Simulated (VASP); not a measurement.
# GaB (Fmmm) in VASP: single point with PBE

Aim: the single point of GaB with PBE.

All numbers are computed with VASP 6.6.1; they aren't measurements. Logs are shortened: lines on timing, memory, paths and dates and some standing lists are left out, and cuts for length are marked.

## 1. The cell of the first run

It takes space group Fmmm (No. 69, orthorhombic). The conventional cell has a = 4.575 Å, b = 4.866 Å, c = 5.193 Å, α = 90.00°, β = 90.00°, γ = 90.00°. Ga (site symmetry mmm) has 6 B at 2.29 to 2.60 Å within 3.0 Å. B (site symmetry mmm) has 6 Ga at 2.29 to 2.60 Å within 3.0 Å.

## 2. Single point, PBE

Input file INCAR:

```
ALGO = Normal ; EDIFF = 1E-6
ENCUT = 500 ; GGA = PE
GGA_COMPAT = False ; ISIF = 2
ISMEAR = 0 ; LASPH = True
LCHARG = False ; LREAL = False
LWAVE = False ; NBANDS = 15
NELM = 120 ; PREC = Accurate
SIGMA = 0.1
```

Input file KPOINTS:

```
k-points
0
Gamma
  6 6 6
```

Input file POSCAR:

```
GaB
1.0
    0.0000000000      2.4328858433      2.5965940496
    2.2873674378      0.0000000000      2.5965940496
    2.2873674378      2.4328858433      0.0000000000
Ga B
1 1
Direct
    0.0000000000      0.0000000000      0.0000000000
    0.5000000000      0.5000000000      0.5000000000
```

Potentials or basis: VASP PAW PBE potentials, release 64 (Ga_d, B).

Launch:

```bash
$ cat potpaw_PBE.64/Ga_d/POTCAR potpaw_PBE.64/B/POTCAR > POTCAR
$ mpirun -np 1 vasp_std > vasp.out
```

OUTCAR:

```text
EDIFF = 1E-6
   ENCUT = 500
   GGA = PE
   ISIF = 2
   ISMEAR = 0
   LASPH = True
   LREAL = False
   NELM = 120
   PREC = Accurate

 ion  position               nearest neighbor table
   1  0.000  0.000  0.000-   2 2.29   2 2.29   2 2.43   2 2.43
   2  0.500  0.500  0.500-   1 2.29   1 2.29   1 2.43   1 2.43

  LATTYP: Found a face centered orthorhombic cell.
 ALAT       =     4.5747348756
 B/A-ratio  =     1.0636182902
 C/A-ratio  =     1.1351888668

  Lattice vectors:

 A1 = (   0.0000000000,   2.4328858433,   2.5965940496)
 A2 = (   2.2873674378,   0.0000000000,   2.5965940496)
 A3 = (   2.2873674378,   2.4328858433,   0.0000000000)

Analysis of symmetry for initial positions (statically):
=====================================================================
 Subroutine PRICEL returns:
 Original cell was already a primitive cell.

 Routine SETGRP: Setting up the symmetry group for a
 face centered orthorhombic supercell.

 Subroutine GETGRP returns: Found  8 space group operations
 (whereof  8 operations were pure point group operations)
 out of a pool of  8 trial point group operations.

The static configuration has the point symmetry D_2h.

Analysis of symmetry for dynamics (positions and initial velocities):
=====================================================================
 Subroutine PRICEL returns:
 Original cell was already a primitive cell.

 Routine SETGRP: Setting up the symmetry group for a
 face centered orthorhombic supercell.

 Subroutine GETGRP returns: Found  8 space group operations
 (whereof  8 operations were pure point group operations)
 out of a pool of  8 trial point group operations.

The dynamic configuration has the point symmetry D_2h.

 Subroutine INISYM returns: Found  8 space group operations
 (whereof  8 operations are pure point group operations),
 and found     1 'primitive' translations

----------------------------------------------------------------------------------------

                                     Primitive cell

  volume of cell :      28.8996

  direct lattice vectors                    reciprocal lattice vectors
     0.000000000  2.432885843  2.596594050    -0.218591903  0.205517247  0.192559942
     2.287367438  0.000000000  2.596594050     0.218591903 -0.205517247  0.192559942
     2.287367438  2.432885843  0.000000000     0.218591903  0.205517247 -0.192559942

  length of vectors
     3.558262804  3.460397442  3.339308809     0.356509593  0.356509593  0.356509593

  position of ions in fractional coordinates (direct lattice)
     0.000000000  0.000000000  0.000000000
[... 90 lines left out ...]
   NUPDOWN=      -1.0000    fix difference up-down
   EMIN   =  10.00;   EMAX   =-10.00  energy-range for DOS
   EFERMI =   0.00;   METHOD = LEGACY
   ISMEAR =     0;   SIGMA  =   0.10  broadening in eV -4-tet -1-fermi 0-gaus
   EFERMI_NEDOS =   21; number of points for ismear=-14 and -15
   IALGO  =     38    algorithm
   IMIX   =      4    mixing-type and parameters
     AMIX     =   0.40;   BMIX     =  1.00
     AMIX_MAG =   1.60;   BMIX_MAG =  1.00
  volume/ion in A,a.u.               =      14.45        97.51
  Fermi-wavevector in a.u.,A,eV,Ry     =   1.344263  2.540289 24.586314  1.807043
  Thomas-Fermi vector in A             =   2.472271
   LORBIT       =      0    0 simple, 1 ext, 2 COOP (PROOUT), +10 PAW based schemes
   GGA     = PE    functional components
   LHFCALC =     F    Hartree Fock is set to
   AEXX    =    0.0000 exact exchange contribution
   IVDW    =     0    specifies the selected vdW correction
   LEPSILON=     F    determine dielectric tensor
   LRPA    =     F    only Hartree local field effects (RPA)
 non-spin polarized calculation
 Gauss-broadening in eV      SIGMA  =   0.10
  energy-cutoff  :      500.00
  volume of cell :       28.90
 maximum number of plane-waves:       752
 NGX is ok and might be reduce to    28
   NGX = 13   NGY = 13   NGZ = 13

 number of electron      15.9999997 magnetization

 Free energy of the ion-electron system (eV)
  ---------------------------------------------------
  ext. energy  EPLUGINS =         0.00000000
  ---------------------------------------------------
  free energy    TOTEN  =        -7.56182090 eV

  energy without entropy =       -7.55697526  energy(sigma->0) =       -7.55939808

 E-fermi :   4.4706     XC(G=0): -10.8853

 val. band max:        4.4406816929   @ k =   0.5000   0.0000   0.5000
 cond. band min:       4.5233285244   @ k =   0.5000   0.3333  -0.0000
 fundamental gap:      0.0826468315
 Fermi energy:         4.4705885189

 k-point     1 :       0.0000    0.0000    0.0000
  band No.  band energies     occupation
      1      -9.9571      2.00000
      2      -9.9327      2.00000
      3      -9.9208      2.00000
      4      -9.9166      2.00000
      5      -9.9056      2.00000
      6      -6.8553      2.00000
      7       5.7980      0.00000
      8       6.5652      0.00000
      9       7.1697      0.00000
     10      10.3988      0.00000
     11      13.2165      0.00000
     12      14.9518      0.00000
     13      15.3544      0.00000
     14      15.4840      0.00000
[... 401 lines left out ...]
      2      -9.9293      2.00000
      3      -9.9265      2.00000
      4      -9.8938      2.00000
      5      -9.8529      2.00000
      6      -3.9427      2.00000
      7       2.3547      2.00000
      8       2.8044      2.00000
      9       3.4542      2.00000
     10       8.9732      0.00000
     11      12.2439      0.00000
     12      13.5241      0.00000
     13      14.3513      0.00000
     14      18.2971      0.00000
     15      20.7897      0.00000

 [... further k-points ...]

------------------------ aborting loop because EDIFF is reached ----------------------------------------

  FORCE on cell =-STRESS in cart. coord.  units (eV):
  Direction    XX          YY          ZZ          XY          YZ          ZX
  --------------------------------------------------------------------------------------
  -------------------------------------------------------------------------------------
  Total       -1.7842721     -1.9314638     -2.4887775      0.0000000      0.0000000      0.0000000
  in kB      -98.9190516   -107.0792791   -137.9764394      0.0000000      0.0000000      0.0000000
  external PRESSURE =    -114.6582567 kB  Pullay stress =       0.0000000 kB

 VOLUME and BASIS-vectors are now :
 -----------------------------------------------------------------------------
  energy-cutoff  :      500.00
  volume of cell :       28.90
      direct lattice vectors                 reciprocal lattice vectors
     0.000000000  2.432885843  2.596594050    -0.218591903  0.205517247  0.192559942
     2.287367438  0.000000000  2.596594050     0.218591903 -0.205517247  0.192559942
     2.287367438  2.432885843  0.000000000     0.218591903  0.205517247 -0.192559942

 POSITION                                       TOTAL-FORCE (eV/Angst)
 -----------------------------------------------------------------------------------
      0.00000      0.00000      0.00000         0.000000      0.000000      0.000000
      2.28737      2.43289      2.59659         0.000000      0.000000      0.000000
 -----------------------------------------------------------------------------------
    total drift:                               -0.000000      0.000000      0.000000

  FREE ENERGIE OF THE ION-ELECTRON SYSTEM (eV)
  ---------------------------------------------------
  free  energy   TOTEN  =        -7.5618209035 eV

  energy  without entropy=       -7.5569752641  energy(sigma->0) =       -7.55939808
```

stdout:

```text
POSCAR found type information on POSCAR GaB
 POSCAR found :  2 types and       2 ions
 scaLAPACK will be used
 LDA part: xc-table for (Slater+PW92), standard interpolation
 POSCAR, INCAR and KPOINTS ok, starting setup
 FFT: planning ... GRIDC
 FFT: planning ... GRID_SOFT
 FFT: planning ... GRID
 WAVECAR not read
 entering main loop
```

Wall time 15 s (1 thread of AMD EPYC 7R13 (Zen 3), shared host); peak memory 0.12 GiB.

What came out:

```
Free energy            : -7.5618 eV
Pressure               : -11.5 GPa
Band gap on the k mesh : zero (bands 8 and 9 overlap by 4.84 eV)
```

Caveat: the k points lie up to 0.37 Å⁻¹ apart, too coarse for converged energies and pressures of a metal.
